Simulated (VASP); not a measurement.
A run of VASP 6.6.1:

File POSCAR:

```
VGe
1.0
    3.9130340000      0.0000000000      0.0000000000
    0.0000000000      3.9130340000      0.0000000000
    0.0000000000      0.0000000000      4.0543280000
V Ge
2 2
Direct
    0.0000000000      0.0000000000      0.0000000000
    0.5000000000      0.5000000000      0.0000000000
    0.5000000000      0.0000000000      0.5000000000
    0.0000000000      0.5000000000      0.5000000000
```

The input INCAR.step1:

```
SYSTEM = VGe
ALGO = Normal
EDIFF = 1E-5
ENCUT = 550
GGA = PE
GGA_COMPAT = .False.
ISMEAR = 0
ISPIN = 2
LASPH = .True.
LCHARG = .False.
LMAXMIX = 4
LREAL = .False.
LWAVE = .True.
MAGMOM = 1.5 1.5 0 0
NBANDS = 39
NELM = 200
PREC = Accurate
SIGMA = 0.1
```

The input INCAR.step2:

```
SYSTEM = VGe
ALGO = Normal
EDIFF = 1E-6
ENCUT = 550
GGA_COMPAT = .False.
ISIF = 2
ISMEAR = 0
ISPIN = 2
ISTART = 1
LASPH = .True.
LCHARG = .False.
LMAXMIX = 4
LMIXTAU = .True.
LORBIT = 11
LREAL = .False.
LWAVE = .False.
MAGMOM = 1.5 1.5 0 0
METAGGA = R2SCAN
NBANDS = 39
NELM = 200
PREC = Accurate
SIGMA = 0.1
```

KPOINTS

```
k-points
0
Gamma
  2 2 2
  0 0 0
```

Potentials or basis: VASP PAW PBE potentials, release 64 (V_sv, Ge_d).

Launch:

```sh
$ cat potpaw_PBE.64/V_sv/POTCAR potpaw_PBE.64/Ge_d/POTCAR > POTCAR
$ cp INCAR.step1 INCAR
$ mpirun -np 1 vasp_std > vasp.out
$ cp INCAR.step2 INCAR
$ mpirun -np 1 vasp_std > vasp.out
```

Hardware: 1 thread of Intel Xeon 6975P-C (shared host).

Q: How long does it take, and how much memory?

A: It took 4 min on 1 thread of Intel Xeon 6975P-C (shared host), peak memory 0.22 GiB. Counts: k points 6.
